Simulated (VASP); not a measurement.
# BaHfO3 in VASP: notebook, part 2 of 2

VASP 6.6.1.

## Step 3: Single point, PBE

This run uses another cell than the first one, of 14.88 Å³/atom, 1.021 times its volume.

File INCAR:

```
SYSTEM = BaHfO3
PREC = Accurate
ENCUT = 520
EDIFF = 1E-6
ISMEAR = -1
SIGMA = 0.02
LREAL = .FALSE.
LASPH = .TRUE.
NELM = 60
ALGO = Normal
ISIF = 2
LWAVE = .FALSE.
LCHARG = .FALSE.
GGA = PE
NBANDS = 27
```

File KPOINTS:

```
regular mesh
0
G
  6 6 6
  0 0 0
```

File POSCAR:

```
BaHfO3
1.0
    4.2060992732      0.0000000000      0.0000000000
    0.0000000000      4.2060992732      0.0000000000
    0.0000000000      0.0000000000      4.2060663566
Ba Hf O
1 1 3
Direct
    0.5000000000      0.5000000000      0.9979803847
    0.0000000000      0.0000000000      0.4979931167
    0.0000000000      0.5000000000      0.4980209725
    0.5000000000      0.0000000000      0.4980209725
    0.0000000000      0.0000000000      0.9980063436
```

Potentials or basis: VASP PAW PBE potentials, release 64 (Ba_sv, Hf_pv, O).

Run with:

```
$ cat potpaw_PBE.64/Ba_sv/POTCAR potpaw_PBE.64/Hf_pv/POTCAR potpaw_PBE.64/O/POTCAR > POTCAR
$ mpirun -np 1 vasp_std > vasp.out
```

OUTCAR:

```text
SYSTEM = BaHfO3
   PREC = Accurate
   ENCUT = 520
   EDIFF = 1E-6
   ISMEAR = -1
   LREAL = .FALSE.
   LASPH = .TRUE.
   NELM = 60
   ISIF = 2
   GGA = PE

 ion  position               nearest neighbor table
   1  0.500  0.500  0.998-   3 2.97   4 2.97   4 2.97   3 2.97   5 2.97   5 2.97   5 2.97   5 2.97
                             3 2.97   4 2.97   4 2.97   3 2.97   2 3.64   2 3.64   2 3.64   2 3.64
   2  0.000  0.000  0.498-   5 2.10   4 2.10   3 2.10   3 2.10   4 2.10   5 2.10   1 3.64   1 3.64
                             1 3.64   1 3.64   1 3.64   1 3.64   1 3.64   1 3.64
   3  0.000  0.500  0.498-   2 2.10   2 2.10   1 2.97   1 2.97   1 2.97   1 2.97
   4  0.500  0.000  0.498-   2 2.10   2 2.10   1 2.97   1 2.97   1 2.97   1 2.97
   5  0.000  0.000  0.998-   2 2.10   2 2.10   1 2.97   1 2.97   1 2.97   1 2.97

  LATTYP: Found a simple cubic cell.
 ALAT       =     4.2060992732

  Lattice vectors:

 A1 = (   4.2060992732,   0.0000000000,   0.0000000000)
 A2 = (   0.0000000000,   4.2060992732,   0.0000000000)
 A3 = (   0.0000000000,   0.0000000000,   4.2060663566)

Analysis of symmetry for initial positions (statically):
=====================================================================
 Subroutine PRICEL returns:
 Original cell was already a primitive cell.

 Routine SETGRP: Setting up the symmetry group for a
 simple cubic supercell.

 Subroutine GETGRP returns: Found  8 space group operations
 (whereof  8 operations were pure point group operations)
 out of a pool of 48 trial point group operations.

The static configuration has the point symmetry C_4v.

Analysis of symmetry for dynamics (positions and initial velocities):
=====================================================================
 Subroutine PRICEL returns:
 Original cell was already a primitive cell.

 Routine SETGRP: Setting up the symmetry group for a
 simple cubic supercell.

 Subroutine GETGRP returns: Found  8 space group operations
 (whereof  8 operations were pure point group operations)
[... 124 lines left out ...]
   EFERMI_NEDOS =   21; number of points for ismear=-14 and -15
   IALGO  =     38    algorithm
   IMIX   =      4    mixing-type and parameters
     AMIX     =   0.40;   BMIX     =  1.00
     AMIX_MAG =   1.60;   BMIX_MAG =  1.00
  volume/ion in A,a.u.               =      14.88       100.43
  Fermi-wavevector in a.u.,A,eV,Ry     =   1.308552  2.472805 23.297368  1.712308
  Thomas-Fermi vector in A             =   2.439211
   LORBIT       =      0    0 simple, 1 ext, 2 COOP (PROOUT), +10 PAW based schemes
   GGA     = PE    functional components
   LHFCALC =     F    Hartree Fock is set to
   AEXX    =    0.0000 exact exchange contribution
   IVDW    =     0    specifies the selected vdW correction
   LEPSILON=     F    determine dielectric tensor
   LRPA    =     F    only Hartree local field effects (RPA)
 non-spin polarized calculation
  energy-cutoff  :      520.00
  volume of cell :       74.41
 maximum number of plane-waves:      2016
 NGX is ok and might be reduce to    32
   NGX = 15   NGY = 15   NGZ = 15

 number of electron      37.9999992 magnetization

 Free energy of the ion-electron system (eV)
  ---------------------------------------------------
  ext. energy  EPLUGINS =         0.00000000
  ---------------------------------------------------
  free energy    TOTEN  =       -43.55808094 eV

  energy without entropy =      -43.55808094  energy(sigma->0) =      -43.55808094

 E-fermi :   2.8508     XC(G=0): -10.7187

 val. band max:        2.3203620739   @ k =   0.5000   0.5000   0.5000
 cond. band min:       5.8554305938   @ k =   0.0000   0.0000   0.0000
 fundamental gap:      3.5350685198
 Fermi energy:         2.8507935330

 k-point     1 :       0.0000    0.0000    0.0000
  band No.  band energies     occupation
      1     -26.5909      2.00000
      2     -26.5909      2.00000
      3     -26.5909      2.00000
      4     -23.0029      2.00000
      5     -14.3011      2.00000
      6     -13.7652      2.00000
[... 709 lines left out ...]
     26      10.6349      0.00000
     27      10.7941      0.00000

 [... further k-points ...]
[... 5 lines left out ...]
  --------------------------------------------------------------------------------------
  -------------------------------------------------------------------------------------
  Total       -0.2572319     -0.2572319     -0.2561362      0.0000000     -0.0000000     -0.0000000
  in kB       -5.5386024     -5.5386024     -5.5150110      0.0000000     -0.0000000     -0.0000000
  external PRESSURE =      -5.5307386 kB  Pullay stress =       0.0000000 kB

 VOLUME and BASIS-vectors are now :
 -----------------------------------------------------------------------------
  energy-cutoff  :      520.00
  volume of cell :       74.41
      direct lattice vectors                 reciprocal lattice vectors
     4.206099273  0.000000000  0.000000000     0.237749976  0.000000000  0.000000000
     0.000000000  4.206099273  0.000000000     0.000000000  0.237749976  0.000000000
     0.000000000  0.000000000  4.206066357     0.000000000  0.000000000  0.237751836

 POSITION                                       TOTAL-FORCE (eV/Angst)
 -----------------------------------------------------------------------------------
      2.10305      2.10305      4.19757         0.000000     -0.000000      0.000301
      0.00000      0.00000      2.09459         0.000000      0.000000      0.000225
      0.00000      2.10305      2.09471         0.000000      0.000000     -0.000287
      2.10305      0.00000      2.09471        -0.000000      0.000000     -0.000287
      0.00000      0.00000      4.19768         0.000000      0.000000      0.000048
 -----------------------------------------------------------------------------------
    total drift:                                0.000000      0.000000     -0.000680

  FREE ENERGIE OF THE ION-ELECTRON SYSTEM (eV)
  ---------------------------------------------------
  free  energy   TOTEN  =       -43.5580809416 eV

  energy  without entropy=      -43.5580809416  energy(sigma->0) =      -43.55808094
```

OSZICAR:

```text
N       E                     dE             d eps       ncg     rms          rms(c)
DAV:   1     0.209281745240E+03    0.20928E+03   -0.20334E+04  2160   0.135E+03
DAV:   2    -0.389976991912E+02   -0.24828E+03   -0.24062E+03  2821   0.309E+02
DAV:   3    -0.503992758401E+02   -0.11402E+02   -0.11343E+02  2792   0.637E+01
DAV:   4    -0.506221388558E+02   -0.22286E+00   -0.22261E+00  3172   0.724E+00
DAV:   5    -0.506244710455E+02   -0.23322E-02   -0.23312E-02  2700   0.612E-01    0.560E+01
DAV:   6    -0.437624263435E+02    0.68620E+01   -0.34157E+01  2451   0.322E+01    0.491E+01
DAV:   7    -0.435947590470E+02    0.16767E+00   -0.19200E+00  2792   0.842E+00    0.327E+01
DAV:   8    -0.435819492186E+02    0.12810E-01   -0.38472E-01  2528   0.474E+00    0.824E+00
DAV:   9    -0.435580313130E+02    0.23918E-01   -0.84905E-02  2517   0.191E+00    0.224E+00
DAV:  10    -0.435582026144E+02   -0.17130E-03   -0.80062E-03  2765   0.567E-01    0.837E-01
DAV:  11    -0.435580408925E+02    0.16172E-03   -0.66817E-04  2734   0.156E-01    0.175E-01
DAV:  12    -0.435580754600E+02   -0.34568E-04   -0.71568E-05  2764   0.531E-02    0.989E-02
DAV:  13    -0.435580810868E+02   -0.56268E-05   -0.88028E-06  2868   0.185E-02    0.129E-02
DAV:  14    -0.435580809416E+02    0.14520E-06   -0.67481E-07  1781   0.515E-03
   1 F= -.43558081E+02 E0= -.43558081E+02  d E =-.905061E-13
```

Run time: 33 s. Hardware: 1 thread of AMD EPYC 9R45 (Zen 5), shared host; peak memory 0.2 GiB.

Results:

```
Free energy            : -43.5581 eV
Pressure               : -0.6 GPa
Band gap on the k mesh : 3.54 eV, indirect (least direct gap 3.78 eV)
```

Caveat: spin-orbit coupling is left out, which moves the levels of the heavy elements.

## Step 4: Single point, r2SCAN

File POSCAR:

```
BaHfO3
1.0
    4.1770517715      0.0000000000      0.0000000000
    0.0000000000      4.1770517715      0.0000000000
    0.0000000000      0.0000000000      4.1770487576
Ba Hf O
1 1 3
Direct
    0.5000000000      0.5000000000      0.9979971679
    0.0000000000      0.0000000000      0.4979944650
    0.0000000000      0.5000000000      0.4980131177
    0.5000000000      0.0000000000      0.4980131177
    0.0000000000      0.0000000000      0.9980039217
```

File INCAR.step1:

```
SYSTEM = BaHfO3
ALGO = Normal
EDIFF = 1E-4
ENCUT = 520
GGA = PE
ISMEAR = 0
LASPH = .True.
LCHARG = .False.
LREAL = .False.
LWAVE = .True.
NBANDS = 27
NELM = 60
PREC = Accurate
SIGMA = 0.01
```

File INCAR.step2:

```
SYSTEM = BaHfO3
ALGO = Normal
EDIFF = 1E-6
ENCUT = 520
ISIF = 2
ISMEAR = 0
ISTART = 1
LASPH = .True.
LCHARG = .False.
LMIXTAU = .True.
LREAL = .False.
LWAVE = .False.
METAGGA = R2SCAN
NBANDS = 27
NELM = 60
PREC = Accurate
SIGMA = 0.01
```

File KPOINTS:

```
k-points
0
Gamma
  6 6 6
  0 0 0
```

Potentials or basis: VASP PAW PBE potentials, release 64 (Ba_sv, Hf_pv, O).

Run with:

```
$ cat potpaw_PBE.64/Ba_sv/POTCAR potpaw_PBE.64/Hf_pv/POTCAR potpaw_PBE.64/O/POTCAR > POTCAR
$ cp INCAR.step1 INCAR
$ mpirun -np 1 vasp_std > vasp.out
$ cp INCAR.step2 INCAR
$ mpirun -np 1 vasp_std > vasp.out
```

OUTCAR:

```text
SYSTEM = BaHfO3
   EDIFF = 1E-6
   ENCUT = 520
   ISIF = 2
   ISMEAR = 0
   ISTART = 1
   LASPH = .True.
   LREAL = .False.
   METAGGA = R2SCAN
   NELM = 60
   PREC = Accurate

 ion  position               nearest neighbor table
   1  0.500  0.500  0.998-   3 2.95   4 2.95   4 2.95   3 2.95   5 2.95   5 2.95   5 2.95   5 2.95
                             3 2.95   4 2.95   4 2.95   3 2.95   2 3.62   2 3.62   2 3.62   2 3.62
   2  0.000  0.000  0.498-   5 2.09   4 2.09   3 2.09   3 2.09   4 2.09   5 2.09   1 3.62   1 3.62
                             1 3.62   1 3.62   1 3.62   1 3.62   1 3.62   1 3.62
   3  0.000  0.500  0.498-   2 2.09   2 2.09   1 2.95   1 2.95   1 2.95   1 2.95
   4  0.500  0.000  0.498-   2 2.09   2 2.09   1 2.95   1 2.95   1 2.95   1 2.95
   5  0.000  0.000  0.998-   2 2.09   2 2.09   1 2.95   1 2.95   1 2.95   1 2.95

  LATTYP: Found a simple cubic cell.
 ALAT       =     4.1770517715

  Lattice vectors:

 A1 = (   4.1770517715,   0.0000000000,   0.0000000000)
 A2 = (   0.0000000000,   4.1770517715,   0.0000000000)
 A3 = (   0.0000000000,   0.0000000000,   4.1770487576)

Analysis of symmetry for initial positions (statically):
=====================================================================
 Subroutine PRICEL returns:
 Original cell was already a primitive cell.

 Routine SETGRP: Setting up the symmetry group for a
 simple cubic supercell.

 Subroutine GETGRP returns: Found  8 space group operations
 (whereof  8 operations were pure point group operations)
 out of a pool of 48 trial point group operations.

The static configuration has the point symmetry C_4v.

Analysis of symmetry for dynamics (positions and initial velocities):
=====================================================================
 Subroutine PRICEL returns:
 Original cell was already a primitive cell.

 Routine SETGRP: Setting up the symmetry group for a
 simple cubic supercell.

[... 131 lines left out ...]
  volume/ion in A,a.u.               =      14.58        98.36
  Fermi-wavevector in a.u.,A,eV,Ry     =   1.317649  2.489995 23.622406  1.736198
  Thomas-Fermi vector in A             =   2.447675
   LORBIT       =      0    0 simple, 1 ext, 2 COOP (PROOUT), +10 PAW based schemes
   METAGGA = R2SCAN    functional components
   LHFCALC =     F    Hartree Fock is set to
   AEXX    =    0.0000 exact exchange contribution
   IVDW    =     0    specifies the selected vdW correction
   LEPSILON=     F    determine dielectric tensor
   LRPA    =     F    only Hartree local field effects (RPA)
 non-spin polarized calculation
 Gauss-broadening in eV      SIGMA  =   0.01
  energy-cutoff  :      520.00
  volume of cell :       72.88
 maximum number of plane-waves:      1984
 NGX is ok and might be reduce to    32
   NGX = 15   NGY = 15   NGZ = 15

 number of electron      38.0000004 magnetization

 Free energy of the ion-electron system (eV)
  ---------------------------------------------------
  ext. energy  EPLUGINS =         0.00000000
  ---------------------------------------------------
  free energy    TOTEN  =      -108.00857690 eV

  energy without entropy =     -108.00857690  energy(sigma->0) =     -108.00857690

 E-fermi :   2.1722     XC(G=0): -11.4413

 val. band max:        2.1039869102   @ k =   0.5000   0.5000   0.5000
 cond. band min:       6.2142733334   @ k =   0.0000   0.0000   0.0000
 fundamental gap:      4.1102864232
 Fermi energy:         2.1721977038

 k-point     1 :       0.0000    0.0000    0.0000
  band No.  band energies     occupation
      1     -27.6469      2.00000
      2     -27.6468      2.00000
      3     -27.6468      2.00000
      4     -23.8329      2.00000
      5     -15.5349      2.00000
      6     -15.0356      2.00000
[... 709 lines left out ...]
     26      11.2231      0.00000
     27      11.3894      0.00000

 [... further k-points ...]

------------------------ aborting loop because EDIFF is reached ----------------------------------------

  FORCE on cell =-STRESS in cart. coord.  units (eV):
  Direction    XX          YY          ZZ          XY          YZ          ZX
  --------------------------------------------------------------------------------------
  -------------------------------------------------------------------------------------
  Total       -0.3361288     -0.3361288     -0.3357211      0.0000000      0.0000000      0.0000000
  in kB       -7.3893641     -7.3893641     -7.3804012      0.0000000      0.0000000      0.0000000
  external PRESSURE =      -7.3863765 kB  Pullay stress =       0.0000000 kB

 VOLUME and BASIS-vectors are now :
 -----------------------------------------------------------------------------
  energy-cutoff  :      520.00
  volume of cell :       72.88
      direct lattice vectors                 reciprocal lattice vectors
     4.177051772  0.000000000  0.000000000     0.239403305  0.000000000  0.000000000
     0.000000000  4.177051772  0.000000000     0.000000000  0.239403305  0.000000000
     0.000000000  0.000000000  4.177048758     0.000000000  0.000000000  0.239403478

 POSITION                                       TOTAL-FORCE (eV/Angst)
 -----------------------------------------------------------------------------------
      2.08853      2.08853      4.16868        -0.000000      0.000000      0.001162
      0.00000      0.00000      2.08015        -0.000000      0.000000     -0.000882
      0.00000      2.08853      2.08023         0.000000      0.000000      0.000058
      2.08853      0.00000      2.08023         0.000000     -0.000000      0.000058
      0.00000      0.00000      4.16871        -0.000000      0.000000     -0.000396
 -----------------------------------------------------------------------------------
    total drift:                                0.000000     -0.000000      0.000706

  FREE ENERGIE OF THE ION-ELECTRON SYSTEM (eV)
  ---------------------------------------------------
  free  energy   TOTEN  =      -108.0085769042 eV

  energy  without entropy=     -108.0085769042  energy(sigma->0) =     -108.00857690
```

OSZICAR.step1:

```text
N       E                     dE             d eps       ncg     rms          rms(c)
DAV:   1     0.209501605938E+03    0.20950E+03   -0.20444E+04  2160   0.135E+03
DAV:   2    -0.388490574564E+02   -0.24835E+03   -0.23969E+03  2833   0.307E+02
DAV:   3    -0.503365681133E+02   -0.11488E+02   -0.11433E+02  2764   0.635E+01
DAV:   4    -0.505625685381E+02   -0.22600E+00   -0.22579E+00  3186   0.733E+00
DAV:   5    -0.505650988230E+02   -0.25303E-02   -0.25299E-02  2764   0.625E-01    0.586E+01
DAV:   6    -0.437304233912E+02    0.68347E+01   -0.33498E+01  2406   0.325E+01    0.508E+01
DAV:   7    -0.435783888343E+02    0.15203E+00   -0.18704E+00  2753   0.842E+00    0.331E+01
DAV:   8    -0.435666065453E+02    0.11782E-01   -0.32890E-01  2502   0.446E+00    0.791E+00
DAV:   9    -0.435459563126E+02    0.20650E-01   -0.74695E-02  2489   0.180E+00    0.226E+00
DAV:  10    -0.435460973378E+02   -0.14103E-03   -0.76688E-03  2687   0.556E-01    0.788E-01
DAV:  11    -0.435459535844E+02    0.14375E-03   -0.62889E-04  2712   0.153E-01    0.147E-01
DAV:  12    -0.435459852583E+02   -0.31674E-04   -0.58614E-05  1516   0.511E-02
   1 F= -.43545985E+02 E0= -.43545985E+02  d E =-.314284E-86
```

Run time: 2.3 min. Hardware: 1 thread of AMD EPYC 9R45 (Zen 5), shared host; peak memory 0.21 GiB.

What came out:

```yaml
Free_energy: -108.0086 eV
Pressure: -0.7 GPa
Band_gap_on_the_k_mesh: 4.11 eV, indirect (least direct gap 4.35 eV)
```

Caveat: the PAW data sets were made with another functional, which shifts forces and pressure a little; spin-orbit coupling is left out, which moves the levels of the heavy elements.

## Step 5: The runs side by side

| level | cell | smearing | gap on the mesh (eV) | pressure (GPa) |
| --- | --- | --- | --- | --- |
| PBE | a = 4.177 Å, 5 atoms | fermi-dirac 0.02 eV | 3.58 | 2.9 |
| PBE | a = 4.206 Å, 5 atoms | fermi-dirac 0.02 eV | 3.54 | -0.6 |
| r2SCAN | a = 4.177 Å, 5 atoms | gaussian 0.01 eV | 4.11 | -0.7 |

Alike in all rows: task single point; potentials or basis VASP PAW PBE potentials, release 64 (Ba_sv, Hf_pv, O); no spin polarisation; k mesh 6 × 6 × 6; cutoff (eV) 520.

Caveats: spin-orbit coupling is left out, which moves the levels of the heavy elements; the PAW data sets were made with another functional, which shifts forces and pressure a little (some runs).

Total energies depend on the potentials used, so only differences within one code and one set of settings carry meaning.
